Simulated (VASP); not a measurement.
# SiC (F-43m) in VASP: notebook

The runs below take SiC through elastic constants, with LDA.

Program: VASP 6.6.1. These are calculated values, not measurements. Logs are shortened: lines on timing, memory, paths and dates and some standing lists are left out, and cuts for length are marked.

### 1 The cell of the first run

It takes space group F-43m (No. 216, cubic). The conventional cell has a = 4.246 Å, b = 4.246 Å, c = 4.246 Å, α = 90.00°, β = 90.00°, γ = 90.00°. Si (site symmetry -43m) has 4 C at 1.84 Å within 2.4 Å. C (site symmetry -43m) has 4 Si at 1.84 Å within 2.4 Å.

### 2 Elastic constants, LDA

File INCAR:

```
  PREC = Accurate
  ENCUT = 600
  EDIFF = 1E-8
  ISMEAR = 0
  SIGMA = 0.01
  LREAL = F
  LASPH = T
  NELM = 60
  ALGO = Normal
  ISIF = 3
  LWAVE = F
  LCHARG = F
  GGA = CA
  IBRION = 6
  NFREE = 2
  POTIM = 0.015
  NSW = 1
```

File KPOINTS:

```
regular mesh
0
Gamma
  10 10 10
```

File POSCAR:

```
SiC
1.0
    0.0000000000      2.1227575765      2.1227575765
    2.1227575765      0.0000000000      2.1227575765
    2.1227575765      2.1227575765      0.0000000000
Si C
1 1
Direct
    0.0000000000      0.0000000000      0.0000000000
    0.7500000000      0.7500000000      0.7500000000
```

Potentials or basis: VASP PAW LDA potentials, release 64 (Si, C).

The run is started by

```sh
> cat potpaw_LDA.64/Si/POTCAR potpaw_LDA.64/C/POTCAR > POTCAR
> mpirun -np 1 vasp_std > vasp.out
```

OUTCAR:

```text
PREC = Accurate
   ENCUT = 600
   EDIFF = 1E-8
   ISMEAR = 0
   LREAL = F
   LASPH = T
   NELM = 60
   ISIF = 3
   GGA = CA
   IBRION = 6
   NFREE = 2
   POTIM = 0.015
   NSW = 1

 ion  position               nearest neighbor table
   1  0.000  0.000  0.000-   2 1.84   2 1.84   2 1.84   2 1.84
   2  0.750  0.750  0.750-   1 1.84   1 1.84   1 1.84   1 1.84

  LATTYP: Found a face centered cubic cell.
 ALAT       =     4.2455151530

  Lattice vectors:

 A1 = (   0.0000000000,   2.1227575765,   2.1227575765)
 A2 = (   2.1227575765,   0.0000000000,   2.1227575765)
 A3 = (   2.1227575765,   2.1227575765,   0.0000000000)

Analysis of symmetry for initial positions (statically):
=====================================================================
 Subroutine PRICEL returns:
 Original cell was already a primitive cell.

 Routine SETGRP: Setting up the symmetry group for a
 face centered cubic supercell.

 Subroutine GETGRP returns: Found 24 space group operations
 (whereof 24 operations were pure point group operations)
 out of a pool of 48 trial point group operations.

The static configuration has the point symmetry T_d .

Analysis of symmetry for dynamics (positions and initial velocities):
=====================================================================
 Subroutine PRICEL returns:
 Original cell was already a primitive cell.

 Routine SETGRP: Setting up the symmetry group for a
 face centered cubic supercell.

 Subroutine GETGRP returns: Found 24 space group operations
 (whereof 24 operations were pure point group operations)
 out of a pool of 48 trial point group operations.

The dynamic configuration has the point symmetry T_d .

 Subroutine INISYM returns: Found 24 space group operations
 (whereof 24 operations are pure point group operations),
 and found     1 'primitive' translations

----------------------------------------------------------------------------------------

                                     Primitive cell

  volume of cell :      19.1307

  direct lattice vectors                    reciprocal lattice vectors
     0.000000000  2.122757577  2.122757577    -0.235542676  0.235542676  0.235542676
     2.122757577  0.000000000  2.122757577     0.235542676 -0.235542676  0.235542676
     2.122757577  2.122757577  0.000000000     0.235542676  0.235542676 -0.235542676

  length of vectors
     3.002032554  3.002032554  3.002032554     0.407971882  0.407971882  0.407971882

  position of ions in fractional coordinates (direct lattice)
     0.000000000  0.000000000  0.000000000
     0.750000000  0.750000000  0.750000000

  ion indices of the primitive-cell ions
   primitive index   ion index
                 1           1
                 2           2

----------------------------------------------------------------------------------------

 KPOINTS: regular mesh

Automatic generation of k-mesh.
 Grid dimensions read from file:
 generate k-points for:   10   10   10

 Generating k-lattice:

  Cartesian coordinates                     Fractional coordinates (reciprocal lattice)
    -0.023554268  0.023554268  0.023554268     0.100000000  0.000000000  0.000000000
     0.023554268 -0.023554268  0.023554268     0.000000000  0.100000000  0.000000000
     0.023554268  0.023554268 -0.023554268     0.000000000  0.000000000  0.100000000

  Length of vectors
     0.040797188  0.040797188  0.040797188

  Shift w.r.t. Gamma in fractional coordinates (k-lattice)
     0.000000000  0.000000000  0.000000000

 Subroutine IBZKPT returns following result:
 ===========================================

 Found     47 irreducible k-points:

 Following reciprocal coordinates:
            Coordinates               Weight
  0.000000  0.000000  0.000000      1.000000
  0.100000  0.000000  0.000000      8.000000
  0.200000  0.000000  0.000000      8.000000
  0.300000  0.000000  0.000000      8.000000
  0.400000  0.000000  0.000000      8.000000
[... 45 lines left out ...]
   ISYM   =      2    0-nonsym 1-usesym 2-fastsym
   POTIM  = 0.0150    time-step for ionic-motion
   TEBEG  =    0.0;   TEEND  =   0.0 temperature during run
   PSTRESS=    0.0 pullay stress
   NELECT =       8.0000    total number of electrons
   NUPDOWN=      -1.0000    fix difference up-down
   EMIN   =  10.00;   EMAX   =-10.00  energy-range for DOS
   EFERMI =   0.00;   METHOD = LEGACY
   ISMEAR =     0;   SIGMA  =   0.01  broadening in eV -4-tet -1-fermi 0-gaus
   EFERMI_NEDOS =   21; number of points for ismear=-14 and -15
   IALGO  =     38    algorithm
   IMIX   =      4    mixing-type and parameters
     AMIX     =   0.40;   BMIX     =  1.00
     AMIX_MAG =   1.60;   BMIX_MAG =  1.00
  volume/ion in A,a.u.               =       9.57        64.55
  Fermi-wavevector in a.u.,A,eV,Ry     =   1.224225  2.313449 20.391403  1.498726
  Thomas-Fermi vector in A             =   2.359307
   LORBIT       =      0    0 simple, 1 ext, 2 COOP (PROOUT), +10 PAW based schemes
   GGA     = CA    functional components
   LHFCALC =     F    Hartree Fock is set to
   AEXX    =    0.0000 exact exchange contribution
   IVDW    =     0    specifies the selected vdW correction
   LEPSILON=     F    determine dielectric tensor
   LRPA    =     F    only Hartree local field effects (RPA)
 finite differences with symmetry
 non-spin polarized calculation
 Gauss-broadening in eV      SIGMA  =   0.01
  energy-cutoff  :      600.00
  volume of cell :       19.13
 maximum number of plane-waves:       648
   NGX = 11   NGY = 11   NGZ = 11

--------------------------------------- Ionic step        1  -------------------------------------------

 number of electron       7.9999999 magnetization

 Free energy of the ion-electron system (eV)
  ---------------------------------------------------
  ext. energy  EPLUGINS =         0.00000000
  ---------------------------------------------------
  free energy    TOTEN  =       -16.58983970 eV

  energy without entropy =      -16.58983970  energy(sigma->0) =      -16.58983970

------------------------ aborting loop because EDIFF is reached ----------------------------------------

  FORCE on cell =-STRESS in cart. coord.  units (eV):
  Direction    XX          YY          ZZ          XY          YZ          ZX
  --------------------------------------------------------------------------------------
  -------------------------------------------------------------------------------------
  Total        1.8239833      1.8239833      1.8239833      0.0000000      0.0000000      0.0000000
  in kB      152.7566927    152.7566927    152.7566927      0.0000000      0.0000000      0.0000000
  external PRESSURE =     152.7566927 kB  Pullay stress =       0.0000000 kB
[... 89 lines left out ...]
  FREE ENERGIE OF THE ION-ELECTRON SYSTEM (eV)
  ---------------------------------------------------
  free  energy   TOTEN  =       -16.5562882190 eV

  energy  without entropy=      -16.5562882190  energy(sigma->0) =      -16.55628822

[... ionic steps 4 to 14 ...]

--------------------------------------- Ionic step       15  -------------------------------------------

 number of electron       7.9999999 magnetization

------------------------ aborting loop because EDIFF is reached ----------------------------------------
[... 67 lines left out ...]
--------------------------------------- Ionic step       17  -------------------------------------------

 number of electron       7.9999999 magnetization

 Free energy of the ion-electron system (eV)
  ---------------------------------------------------
  ext. energy  EPLUGINS =         0.00000000
  ---------------------------------------------------
  free energy    TOTEN  =       -16.58731374 eV

  energy without entropy =      -16.58731374  energy(sigma->0) =      -16.58731374

 E-fermi :   9.1814     XC(G=0): -11.8937

 val. band max:        9.0493275946   @ k =   0.0000   0.0000   0.0000
 cond. band min:      10.2115906533   @ k =   0.5000   0.5000   0.0000
 fundamental gap:      1.1622630587
 Fermi energy:         9.1814147743

 k-point     1 :       0.0000    0.0000    0.0000
  band No.  band energies     occupation
      1      -6.9637      2.00000
      2       8.9045      2.00000
      3       8.9781      2.00000
      4       9.0493      2.00000
      5      16.2006      0.00000
      6      16.7042      0.00000
      7      16.7307      0.00000
      8      16.7586      0.00000
[... 243 lines left out ...]
 k-point    24 :       0.4000    0.3000    0.0000
  band No.  band energies     occupation
      1      -3.5927      2.00000
      2       3.3735      2.00000
      3       5.6311      2.00000
      4       6.2258      2.00000
      5      11.8446      0.00000
      6      14.8087      0.00000
      7      21.3229      0.00000
      8      21.4893      0.00000

 [... further k-points ...]
[... 5 lines left out ...]
  --------------------------------------------------------------------------------------
  -------------------------------------------------------------------------------------
  Total        1.8230637      1.8301691      1.8301691      0.0000000     -0.1820524      0.0000000
  in kB      152.6796750    153.2747445    153.2747445      0.0000000    -15.2466964      0.0000000
  external PRESSURE =     153.0763880 kB  Pullay stress =       0.0000000 kB
[... 17 lines left out ...]
  FREE ENERGIE OF THE ION-ELECTRON SYSTEM (eV)
  ---------------------------------------------------
  free  energy   TOTEN  =       -16.5873137401 eV

  energy  without entropy=      -16.5873137401  energy(sigma->0) =      -16.58731374

 INTERNAL STRAIN TENSORS FROM STRAINED CELLS
 ============================================

 INTERNAL STRAIN TENSOR FOR ION    1 for displacements in x,y,z  (eV/Angst):
          X           Y           Z          XY          YZ          ZX
  --------------------------------------------------------------------------------
  x     0.00000     0.00000    -0.00000     0.00000   -12.12981    -0.00000
  y    -0.00000     0.00000    -0.00000     0.00000    -0.00000   -12.12931
  z    -0.00000     0.00000     0.00000   -12.12889     0.00000    -0.00000

 INTERNAL STRAIN TENSORS FROM DISPLACED ATOMS
 ============================================

 INTERNAL STRAIN TENSOR FOR ION    1 for displacements in x,y,z  (eV/Angst):
          X           Y           Z          XY          YZ          ZX
  --------------------------------------------------------------------------------
  x    -0.00000     0.00000     0.00000     0.00000   -12.13571     0.00000
  y    -0.00000    -0.00000    -0.00000     0.00000     0.00000   -12.13571
  z     0.00000     0.00000    -0.00000   -12.13571     0.00000     0.00000

 INTERNAL STRAIN TENSOR FOR ION    2 for displacements in x,y,z  (eV/Angst):
          X           Y           Z          XY          YZ          ZX
  --------------------------------------------------------------------------------
  x     0.00000     0.00000     0.00000     0.00000    12.13560     0.00000
  y     0.00000     0.00000     0.00000     0.00000     0.00000    12.13560
  z     0.00000     0.00000     0.00000    12.13560     0.00000     0.00000

 Eigenvectors and eigenvalues of the dynamical matrix
 ----------------------------------------------------

   1 f  =   25.538242 THz   160.461504 2PiTHz  851.864042 cm-1   105.617633 meV
             X         Y         Z           dx          dy          dz
      0.000000  0.000000  0.000000     0.547339   -0.000000   -0.000000
      3.184136  3.184136  3.184136    -0.836911   -0.000000   -0.000000
[... 21 lines left out ...]
   6 f/i=    0.000679 THz     0.004269 2PiTHz    0.022664 cm-1     0.002810 meV
             X         Y         Z           dx          dy          dz
      0.000000  0.000000  0.000000     0.006632    0.535854   -0.642835
      3.184136  3.184136  3.184136     0.004338    0.350448   -0.420414

--------------------------------------------------------------------------------------------------------

 ELASTIC MODULI CONTR FROM IONIC RELAXATION (kBar)
 Direction    XX          YY          ZZ          XY          YZ          ZX
 --------------------------------------------------------------------------------
 XX          -0.0000      0.0000      0.0000      0.0000     -0.0000     -0.0000
 YY           0.0000     -0.0000     -0.0000      0.0000      0.0000     -0.0000
 ZZ           0.0000     -0.0000     -0.0000     -0.0000      0.0000     -0.0000
 XY           0.0000      0.0000     -0.0000   -549.3670      0.0000      0.0000
 YZ          -0.0000      0.0000      0.0000      0.0000   -549.3670      0.0000
 ZX          -0.0000     -0.0000     -0.0000      0.0000      0.0000   -549.3670
 --------------------------------------------------------------------------------

 TOTAL ELASTIC MODULI (kBar)
 Direction    XX          YY          ZZ          XY          YZ          ZX
 --------------------------------------------------------------------------------
 XX        4434.2978   1830.9752   1830.9752     -0.0000      0.0000     -0.0000
 YY        1830.9752   4434.2978   1830.9752     -0.0000      0.0000      0.0000
 ZZ        1830.9752   1830.9752   4434.2978      0.0000      0.0000     -0.0000
 XY          -0.0000     -0.0000      0.0000   2762.4531     -0.0000      0.0000
 YZ           0.0000      0.0000      0.0000     -0.0000   2762.4531      0.0000
 ZX          -0.0000      0.0000     -0.0000      0.0000      0.0000   2762.4531
 --------------------------------------------------------------------------------
```

It took 2.8 min on 1 thread of Intel Xeon Platinum 8259CL at 2.50GHz (Skylake/Cascade Lake), shared host; peak memory 0.23 GiB.

What came out:

* Elastic constants C11, C12, C44: 443, 183, 276 GPa
* Voigt bulk modulus: 270 GPa
* Highest phonon frequency at Γ, LO-TO splitting left out: 852 cm⁻¹

Phonon frequencies in cm⁻¹ (negative: imaginary):
```csv
q point,frequencies
"(0.000, 0.000, 0.000)",0 0 0 852 852 852
```

Elastic tensor in Voigt notation (GPa, in the Cartesian axes of the cell as first typed):
```
443 183 183   0   0   0
183 443 183   0   0   0
183 183 443   0   0   0
  0   0   0 276   0   0
  0   0   0   0 276   0
  0   0   0   0   0 276
```

Clamped-ion elastic tensor (GPa):
```
443 183 183   0   0   0
183 443 183   0   0   0
183 183 443   0   0   0
  0   0   0 331   0   0
  0   0   0   0 331   0
  0   0   0   0   0 331
```

Caveat: the cell is under stress, which shifts elastic constants.

### 3 Elastic constants, LDA

This run uses another cell than the first one, of 9.74 Å³/atom, 1.018 times its volume.

File INCAR:

```
SYSTEM = SiC
ALGO     = Normal         ! electronic algorithm
EDIFF    = 1E-8           ! SCF threshold, eV
ENCUT    = 600            ! plane-wave cutoff, eV
GGA      = CA             ! functional
IBRION   = 6              ! ionic algorithm
ISIF     = 3              ! what is computed and relaxed
ISMEAR   = 0              ! smearing method
LASPH    = .TRUE.         ! aspherical terms in the spheres
LCHARG   = .FALSE.        ! write CHGCAR
LREAL    = .FALSE.        ! projectors in reciprocal space
LWAVE    = .FALSE.        ! write WAVECAR
NELM     = 80             ! most SCF steps
NFREE    = 2            
NSW      = 1              ! ionic steps
POTIM    = 0.015          ! step
PREC     = Accurate       ! precision mode
SIGMA    = 0.01           ! smearing width, eV
```

File KPOINTS:

```
k-points
0
G
  10 10 10
  0 0 0
```

File POSCAR:

```
SiC
1.0
    0.0000000000      2.1356067249      2.1356067249
    2.1356067249      0.0000000000      2.1356067249
    2.1356067249      2.1356067249      0.0000000000
Si C
1 1
Direct
    0.0000000000      0.0000000000      0.0000000000
    0.7500000000      0.7500000000      0.7500000000
```

Potentials or basis: VASP PAW LDA potentials, release 64 (Si, C).

The run is started by

```sh
> cat potpaw_LDA.64/Si/POTCAR potpaw_LDA.64/C/POTCAR > POTCAR
> mpirun -np 1 vasp_std > vasp.out
```

It took 2.9 min on 1 thread of Intel Xeon Platinum 8259CL at 2.50GHz (Skylake/Cascade Lake), shared host; peak memory 0.23 GiB.

It converged, with:

| Item | Value |
| --- | --- |
| Elastic constants C11, C12, C44 | 430, 170, 269 GPa |
| Voigt bulk modulus | 257 GPa |
| Highest phonon frequency at Γ, LO-TO splitting left out | 835 cm⁻¹ |

Phonon frequencies in cm⁻¹ (negative: imaginary):
```tsv
q point	frequencies
(0.000, 0.000, 0.000)	0 0 0 835 835 835
```

Elastic tensor in Voigt notation (GPa, in the Cartesian axes of the cell as first typed):
```
430 170 170   0   0   0
170 430 170   0   0   0
170 170 430   0   0   0
  0   0   0 269   0   0
  0   0   0   0 269   0
  0   0   0   0   0 269
```

Clamped-ion elastic tensor (GPa):
```
430 170 170   0   0   0
170 430 170   0   0   0
170 170 430   0   0   0
  0   0   0 316   0   0
  0   0   0   0 316   0
  0   0   0   0   0 316
```

Caveat: the cell is under stress, which shifts elastic constants.
